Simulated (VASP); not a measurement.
Input of a VASP 6.6.1 run:

INCAR

```
  ALGO = Fast
  EDIFF = 1E-6
  ENCUT = 520
  GGA = CA
  ISIF = 2
  ISMEAR = 0
  LASPH = True
  LCHARG = False
  LREAL = False
  LWAVE = False
  NBANDS = 12
  NELM = 80
  PREC = Accurate
  SIGMA = 0.15
```

KPOINTS

```
k-points
0
Gamma
  22 22 22
```

POSCAR

```
Ti
1.0
    0.0000000000      2.2753079625      1.5465268221
    2.2753079625      0.0000000000      1.5465268221
    2.2753079625      2.2753079625      0.0000000000
Ti
1
Direct
    0.0000000000      0.0000000000      0.0000000000
```

Potentials or basis: VASP PAW LDA potentials, release 64 (Ti_sv).

Launch:

```console
$ cat potpaw_LDA.64/Ti_sv/POTCAR > POTCAR
$ mpirun -np 1 vasp_std > vasp.out
```

(1) What does it give for the pressure?

(2) Estimate the band gap on the k mesh.

Results:

(1) -0.8 GPa.

(2) zero (bands 6 and 7 overlap by 1.70 eV).
